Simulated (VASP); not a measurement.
Write the native input for VASP 6.6.1 that does the following.

```
Task                   : relaxation of cell and atoms
Functional             : PBEsol
Potentials or basis    : VASP PAW PBE potentials, release 64 (Al, Au)
Cutoff                 : 600 eV
k mesh                 : 12 × 12 × 12
Occupations            : gaussian, width 0.1 eV
Spin                   : no spin polarisation
Dipole correction      : no
Further INCAR settings : ALGO = Fast; EDIFF = 1e-06; IBRION = 2; EDIFFG = -0.005; NSW = 100; ISIF = 3
```

The structure of Al2Au lies in POSCAR:

```
Al2Au
1.0
    0.0000000000      3.0000000000      3.0000000000
    3.0000000000      0.0000000000      3.0000000000
    3.0000000000      3.0000000000      0.0000000000
Al Au
2 1
Direct
    0.2500000000      0.2500000000      0.2500000000
    0.7500000000      0.7500000000      0.7500000000
    0.0000000000      0.0000000000      0.0000000000
```

The input as run:

INCAR

```
PREC = Accurate
ENCUT = 600
EDIFF = 1E-6
ISMEAR = 0
SIGMA = 0.1
LREAL = False
LASPH = True
NELM = 80
ALGO = Fast
ISIF = 3
LWAVE = False
LCHARG = False
GGA = PS
IBRION = 2
NSW = 100
EDIFFG = -0.005
```

KPOINTS

```
regular mesh
0
Gamma
  12 12 12
```

Potentials or basis: VASP PAW PBE potentials, release 64 (Al, Au).

Run with:

```console
$ cat potpaw_PBE.64/Al/POTCAR potpaw_PBE.64/Au/POTCAR > POTCAR
$ mpirun -np 1 vasp_std > vasp.out
```

Results of the run:

* Pressure after relaxing: 0.0 GPa
* Band gap on the k mesh: zero (an odd number of electrons rules out a gap without spin polarisation)

Caveat: the relaxation stopped at its first step, so nothing moved; the PAW data sets were made with another functional, which shifts forces and pressure a little; spin-orbit coupling is left out, which moves the levels of the heavy elements.

Run time: 45 s on 1 thread of AMD EPYC 9R45 (Zen 5) (shared host), peak memory 0.21 GiB.
